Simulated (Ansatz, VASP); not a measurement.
**Al5As in VASP and in Ansatz**

```xyz
6
Lattice="5.4256 0.0000 0.0000 -2.7128 4.6987 0.0000 0.0000 0.0000 7.4594" Properties=species:S:1:pos:R:3 pbc="T T T"
Al    0.0000    0.0000    1.3038
Al    0.0000    0.0000    6.1557
Al    2.7128    0.0000    3.7297
Al   -1.3564    2.3493    3.7297
Al    1.3564    2.3493    3.7297
As    0.0000    0.0000    3.7297
```

Alike in both runs: functional PBE; k mesh 6 × 6 × 2; occupations gaussian, width 0.1 eV; no spin polarisation.

Ansatz relaxed the structure, and its values are those at the end. VASP's run is a single point on that final structure, the one shown.

|  | VASP | Ansatz |
| --- | --- | --- |
| version | VASP 6.6.1 | Ansatz 0.2.0 |
| potentials or method | VASP PAW PBE potentials, release 64 (Al, As), cutoff 520 eV | scalar-relativistic, plane waves, PAW |
| valence electrons in the cell | 20 | 30 |

```tsv
	VASP	Ansatz	Ansatz less VASP
gap on the k mesh at the Fermi level (eV)	none	none	-
pressure (GPa)	0.0	0.0	-0.04
rms of the force components (eV/Å)	0.009	0.004	-0.0056
```

A gap of «none» marks a metal or a gap that the smearing closes. VASP's potentials hold 20 valence electrons a cell and Ansatz's 30, so a difference there can come from the potentials and not from the codes.

The k mesh is coarse, so the values compare programs but aren't converged.
